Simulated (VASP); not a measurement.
Write the native input for VASP 6.6.1 that does the following.

```
Task                   : single point
Functional             : PBE
Potentials or basis    : VASP PAW PBE potentials, release 64 (Ti_sv, O)
Cutoff                 : 520 eV
k mesh                 : 10 × 10 × 10
Occupations            : gaussian, width 0.05 eV
Spin                   : no spin polarisation
Dipole correction      : no
Further INCAR settings : ALGO = Normal; EDIFF = 1e-06; NBANDS = 33
```

The structure of TiO2 lies in POSCAR:

```
TiO2
1.0
   -1.9565996073      1.9565996073      4.8484484049
    1.9565996073     -1.9565996073      4.8484484049
    1.9565996073      1.9565996073     -4.8484484049
Ti O
2 4
Direct
    0.0000000000      0.0000000000      0.0000000000
    0.7500000000      0.2500000000      0.5000000000
    0.2065067269      0.2065067269      0.0000000000
    0.9565067269      0.4565067269      0.5000000000
    0.5434932731      0.0434932731      0.5000000000
    0.7934932731      0.7934932731      0.0000000000
```

This cell differs from its parent crystal: strain +0.030 along x and y, +0.000 along z.

These files were run (other wordings do the same):

INCAR

```
SYSTEM = TiO2
PREC = Accurate
ENCUT = 520
EDIFF = 1E-6
ISMEAR = 0
SIGMA = 0.05
LREAL = .False.
LASPH = .True.
NELM = 100
ALGO = Normal
ISIF = 2
LWAVE = .False.
LCHARG = .False.
GGA = PE
NBANDS = 33
```

KPOINTS

```
Automatic mesh
0
Gamma
  10 10 10
  0 0 0
```

Potentials or basis: VASP PAW PBE potentials, release 64 (Ti_sv, O).

Launch:

```console
$ cat potpaw_PBE.64/Ti_sv/POTCAR potpaw_PBE.64/O/POTCAR > POTCAR
$ mpirun -np 1 vasp_std > vasp.out
```

Results of the run:

```yaml
Pressure: -9.7 GPa
Largest_force: 0.019 eV/Å
Band_gap_on_the_k_mesh: 1.96 eV (least direct gap 2.23 eV)
```

Caveat: the cell differs from its parent crystal (strain +0.030 along x and y, +0.000 along z); the cell stands under tension.

Wall time 12 min on 1 thread of AMD EPYC 7R13 (shared host), peak memory 0.38 GiB.
